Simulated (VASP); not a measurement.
# FeO (I4/mmm) in VASP: settings compared, part 2 of 3

VASP 6.6.1. Earlier steps stand in the parts before.

## (4) Relaxation of cell and atoms, PBEsol, collinear spin, ferromagnetic start, target pressure 5 GPa, at which the enthalpy is minimised

Input file INCAR:

```
SYSTEM = FeO
  ALGO = Fast
  EDIFF = 1E-7
  EDIFFG = -0.01
  ENCUT = 600
  GGA = PS
  IBRION = 2
  ISIF = 3
  ISMEAR = -1
  ISPIN = 2
  LASPH = .True.
  LCHARG = .False.
  LMAXMIX = 4
  LORBIT = 11
  LREAL = .False.
  LWAVE = .False.
  MAGMOM = 3 0
  NELM = 150
  NSW = 60
  PREC = Accurate
  PSTRESS = 50.0
  SIGMA = 0.05
```

Input file KPOINTS:

```
k-points
0
Gamma
  12 12 12
  0 0 0
```

Input file POSCAR:

```
FeO
1.0
   -1.6021034130      1.6021034130      2.0833922500
    1.6021034130     -1.6021034130      2.0833922500
    1.6021034130      1.6021034130     -2.0833922500
Fe O
1 1
Direct
    0.0000000000      0.0000000000      0.0000000000
    0.5000000000      0.5000000000      0.0000000000
```

Run with:

```console
> cat potpaw_PBE.64/Fe/POTCAR potpaw_PBE.64/O/POTCAR > POTCAR
> mpirun -np 1 vasp_std > vasp.out
```

It took 12 min on 1 thread of Oxide Virtual Turin-like, shared host; peak memory 0.23 GiB.

Results (log left out):

```
Free energy                                                : -15.8666 eV
Relaxed volume                                             : 9.36 Å³/atom
Relaxed cell                                               : a = 2.980 Å, b = 2.980 Å, c = 2.980 Å, α = 120.00°, β = 120.00°, γ = 89.99°
Space group after relaxing (to 0.1 Å)                      : Fm-3m (No. 225)
Energy change on relaxing (the run minimises the enthalpy) : -73.6 meV/atom
Ionic steps                                                : 10
Pressure after relaxing                                    : 5.1 GPa
Band gap on the k mesh                                     : zero (filled and empty bands overlap)
Net moment                                                 : 3.99 μB per cell
Site moments                                               : Fe +3.60; O +0.32 μB
Valence electrons inside the program's atomic spheres      : Fe 6.87; O 5.00
```

Step by step:
| step | energy change (eV) | largest force (eV/Å) | pressure (GPa) | volume (Å³) |
| --- | --- | --- | --- | --- |
| 1 | 0.0000 | 0.0000 | -16.13 | 21.39 |
| 2 | 0.0135 | 0.0000 | 23.63 | 17.31 |
| 3 | -0.1092 | 0.0000 | 5.59 | 18.77 |
| 4 | -0.1319 | 0.0000 | 6.70 | 18.60 |
| 5 | -0.1345 | 0.0000 | 8.64 | 18.43 |
| 6 | -0.1532 | 0.0000 | 1.66 | 19.01 |
| 7 | -0.1477 | 0.0000 | 4.88 | 18.73 |
| 8 | -0.1475 | 0.0000 | 4.98 | 18.73 |
| 9 | -0.1474 | 0.0000 | 5.02 | 18.72 |
| 10 | -0.1472 | 0.0000 | 5.10 | 18.72 |

Final structure:
```
Fe O
1.0
    -1.49005    1.49005    2.10756
     1.49005   -1.49005    2.10756
     1.49005    1.49005   -2.10756
Fe O
1 1
Direct
  0.00000 0.00000 0.00000
  0.50000 0.50000 0.00000
```

Levels at points of the mesh, in eV from the Fermi level:
Spin up:
```csv
k point,band 5,band 6,band 7,band 8,band 9,band 10,band 11,band 12,band 13
"(0.00, 0.00, 0.00)",-3.94,-3.94,-3.94,-3.66,-3.66,0.41,15.48,17.46,17.46
"(0.50, 0.00, 0.00)",-2.99,-2.99,-2.39,-0.07,-0.07,4.12,9.06,12.90,12.90
"(0.50, 0.50, 0.00)",-5.02,-3.21,-2.68,-2.68,-2.57,5.70,9.09,10.99,15.40
"(0.50, 0.50, 0.50)",-5.02,-3.21,-2.68,-2.68,-2.57,5.70,9.09,11.00,15.40
```
Spin down:
| k point | band 1 | band 2 | band 3 | band 4 | band 5 | band 6 | band 7 | band 8 | band 9 | band 10 |
| --- | --- | --- | --- | --- | --- | --- | --- | --- | --- | --- |
| (0.00, 0.00, 0.00) | -20.67 | -3.44 | -3.44 | -3.44 | -0.83 | -0.83 | -0.83 | 0.09 | 0.10 | 1.23 |
| (0.50, 0.00, 0.00) | -19.27 | -8.59 | -5.57 | -5.57 | 0.46 | 0.46 | 0.70 | 3.02 | 3.03 | 4.66 |
| (0.50, 0.50, 0.00) | -19.29 | -7.38 | -4.72 | -4.72 | -2.41 | 0.71 | 0.85 | 0.85 | 1.28 | 7.03 |
| (0.50, 0.50, 0.50) | -19.29 | -7.38 | -4.72 | -4.72 | -2.41 | 0.71 | 0.85 | 0.85 | 1.28 | 7.03 |

Caveat: the cell is relaxed towards a set pressure, so the run minimises the enthalpy, not the energy; the PAW data sets were made with another functional, which shifts forces and pressure a little; a cell with one magnetic atom can't hold antiferromagnetic order, which such compounds often take; semilocal functionals often make such compounds metallic where correlation or magnetic order opens a gap, which also shifts bond lengths. With open d or f shells a metallic result of PBEsol can be an artefact of self-interaction; +U or a hybrid may open a gap.

## (5) Relaxation of cell and atoms, PBEsol, collinear spin, ferromagnetic start, target pressure 10 GPa, at which the enthalpy is minimised

Input file INCAR:

```
SYSTEM = FeO
PREC = Accurate
ENCUT = 600
EDIFF = 1E-6
ISMEAR = -1
SIGMA = 0.05
LREAL = .FALSE.
LASPH = .TRUE.
NELM = 150
ALGO = Normal
ISIF = 3
LWAVE = .FALSE.
LCHARG = .FALSE.
ISPIN = 2
MAGMOM = 3 0
LORBIT = 11
LMAXMIX = 4
GGA = PS
IBRION = 2
NSW = 60
EDIFFG = -0.01
PSTRESS = 100.0
```

Input file KPOINTS:

```
regular mesh
0
G
  12 12 12
  0 0 0
```

POSCAR is that of step 4.

Potentials or basis: VASP PAW PBE potentials, release 64 (Fe, O).

Run with:

```console
> cat potpaw_PBE.64/Fe/POTCAR potpaw_PBE.64/O/POTCAR > POTCAR
> mpirun -np 1 vasp_std > vasp.out
```

OUTCAR:

```text
SYSTEM = FeO
   PREC = Accurate
   ENCUT = 600
   EDIFF = 1E-6
   ISMEAR = -1
   LREAL = .FALSE.
   LASPH = .TRUE.
   NELM = 150
   ISIF = 3
   ISPIN = 2
   LORBIT = 11
   GGA = PS
   IBRION = 2
   NSW = 60
   EDIFFG = -0.01
   PSTRESS = 100.0

 ion  position               nearest neighbor table
   1  0.000  0.000  0.000-   2 2.08   2 2.08   2 2.27   2 2.27   2 2.27   2 2.27
   2  0.500  0.500  0.000-   1 2.08   1 2.08   1 2.27   1 2.27   1 2.27   1 2.27

  LATTYP: Found a body centered tetragonal cell.
 ALAT       =     3.2042068260
 C/A-ratio  =     1.3004105934

  Lattice vectors:

 A1 = (  -1.6021034130,   1.6021034130,   2.0833922500)
 A2 = (   1.6021034130,  -1.6021034130,   2.0833922500)
 A3 = (   1.6021034130,   1.6021034130,  -2.0833922500)

Analysis of symmetry for initial positions (statically):
[... 412 lines left out ...]
     12      24.7186      0.00000
     13      24.7187      0.00000
[... 356 lines left out ...]
      2      -1.5876      1.00000
      3       0.0598      1.00000
      4       0.5009      1.00000
      5       3.4281      1.00000
      6       4.1157      1.00000
      7       4.5345      1.00000
      8       5.7845      1.00000
      9       6.2053      1.00000
     10      12.4459      0.00000
     11      16.6190      0.00000
     12      18.9202      0.00000
     13      21.3412      0.00000

 [... further k-points ...]

 spin component 2

 k-point     1 :       0.0000    0.0000    0.0000
  band No.  band energies     occupation
      1     -13.8070      1.00000
      2       3.5328      1.00000
      3       3.5328      1.00000
      4       3.5351      1.00000
      5       6.1821      1.00000
      6       6.1853      1.00000
      7       6.1853      1.00000
      8       7.1349      0.17733
      9       7.1366      0.17243
     10       8.4341      0.00000
     11      22.6777      0.00000
     12      25.7466      0.00000
     13      25.7480      0.00000
[... 401 lines left out ...]
  energy  without entropy=      -15.8362980557  energy(sigma->0) =      -15.84188666

  enthalpy is  TOTEN    =       -14.7044199707 eV   P V=        1.1430552861

 reached required accuracy - stopping structural energy minimisation

 total charge

# of ion       s       p       d       tot
------------------------------------------
    1        0.319   0.430   6.161   6.911
    2        1.548   3.466   0.000   5.014
--------------------------------------------------
tot          1.867   3.896   6.161  11.924

 magnetization (x)

# of ion       s       p       d       tot
------------------------------------------
    1        0.027   0.023   3.526   3.576
    2        0.034   0.281   0.000   0.315
--------------------------------------------------
tot          0.060   0.305   3.526   3.891
```

CONTCAR:

```text
FeO
   1.00000000000000
    -1.4790575621930167    1.4790575621930167    2.0928961300252844
     1.4790575621930167   -1.4790575621930167    2.0928961300252844
     1.4790575621930167    1.4790575621930167   -2.0928961300252844
  Fe              O
     1     1
Direct
     1.0000000000000000    1.0000000000000000    0.0000000000000000
     0.5000000000000000    0.5000000000000000    0.0000000000000000

  0.00000000E+00  0.00000000E+00  0.00000000E+00
  0.00000000E+00  0.00000000E+00  0.00000000E+00
```

It took 14 min on 1 thread of Oxide Virtual Turin-like, shared host; peak memory 0.22 GiB.

Results:

| Quantity | Value |
| --- | --- |
| Free energy | -15.8475 eV |
| Relaxed volume | 9.16 Å³/atom |
| Relaxed cell | a = 2.959 Å, b = 2.959 Å, c = 2.959 Å, α = 120.02°, β = 120.02°, γ = 89.97° |
| Space group after relaxing (to 0.1 Å) | Fm-3m (No. 225) |
| Energy change on relaxing (the run minimises the enthalpy) | -64.1 meV/atom |
| Ionic steps | 10 |
| Pressure after relaxing | 10.1 GPa |
| Band gap on the k mesh | zero (filled and empty bands overlap) |
| Net moment | 3.97 μB per cell |
| Site moments | Fe +3.58; O +0.32 μB |
| Valence electrons inside the program's atomic spheres | Fe 6.91; O 5.01 |

Stress tensor (GPa, compression positive):
```
10.17  0.00  0.00
 0.00 10.17  0.00
 0.00  0.00 10.02
```

The path:
```
step  energy change (eV)  largest force (eV/Å)  pressure (GPa)  volume (Å³)
   1              0.0000                0.0000          -16.23        21.39
   2              0.1887                0.0000           39.66        16.41
   3             -0.0881                0.0000           10.29        18.35
   4             -0.1093                0.0000           11.73        18.18
   5             -0.1076                0.0000           13.60        18.04
   6             -0.1421                0.0000            6.78        18.58
   7             -0.1293                0.0000            9.85        18.33
   8             -0.1290                0.0000            9.98        18.33
   9             -0.1287                0.0000            9.99        18.32
  10             -0.1281                0.0000           10.12        18.31
```

Final structure:
```cif
data_structure
_symmetry_space_group_name_H-M 'P 1'
_symmetry_Int_Tables_number 1
_cell_length_a 2.9590
_cell_length_b 2.9590
_cell_length_c 2.9590
_cell_angle_alpha 120.019
_cell_angle_beta 120.019
_cell_angle_gamma 89.967
_cell_volume 18.31
loop_
_atom_site_label
_atom_site_type_symbol
_atom_site_fract_x
_atom_site_fract_y
_atom_site_fract_z
_atom_site_occupancy
Fe1 Fe 0.00000 0.00000 0.00000 1
O1 O 0.50000 0.50000 0.00000 1
```

Levels at points of the mesh, in eV from the Fermi level:
Spin up:
```
           k point  band 5  band 6  band 7  band 8  band 9  band 10  band 11  band 12  band 13
(0.00, 0.00, 0.00)   -3.96   -3.96   -3.96   -3.66   -3.66     0.55    15.56    17.66    17.66
(0.50, 0.00, 0.00)   -2.97   -2.96   -2.36    0.01    0.01     4.19     9.29    13.07    13.08
(0.50, 0.50, 0.00)   -5.09   -3.19   -2.64   -2.64   -2.50     5.88     9.24    11.13    15.69
(0.50, 0.50, 0.50)   -5.09   -3.19   -2.64   -2.64   -2.50     5.88     9.24    11.13    15.69
```
Spin down:
```csv
k point,band 1,band 2,band 3,band 4,band 5,band 6,band 7,band 8,band 9,band 10
"(0.00, 0.00, 0.00)",-20.87,-3.53,-3.53,-3.52,-0.88,-0.87,-0.87,0.08,0.08,1.38
"(0.50, 0.00, 0.00)",-19.40,-8.78,-5.72,-5.72,0.47,0.47,0.72,3.10,3.11,4.73
"(0.50, 0.50, 0.00)",-19.44,-7.54,-4.83,-4.82,-2.51,0.71,0.88,0.88,1.34,7.21
"(0.50, 0.50, 0.50)",-19.44,-7.54,-4.82,-4.82,-2.51,0.71,0.88,0.88,1.33,7.21
```

Caveat: the cell is relaxed towards a set pressure, so the run minimises the enthalpy, not the energy; the PAW data sets were made with another functional, which shifts forces and pressure a little; a cell with one magnetic atom can't hold antiferromagnetic order, which such compounds often take; semilocal functionals often make such compounds metallic where correlation or magnetic order opens a gap, which also shifts bond lengths. With open d or f shells a metallic result of PBEsol can be an artefact of self-interaction; +U or a hybrid may open a gap.

(Continued in part 3 of 3.)
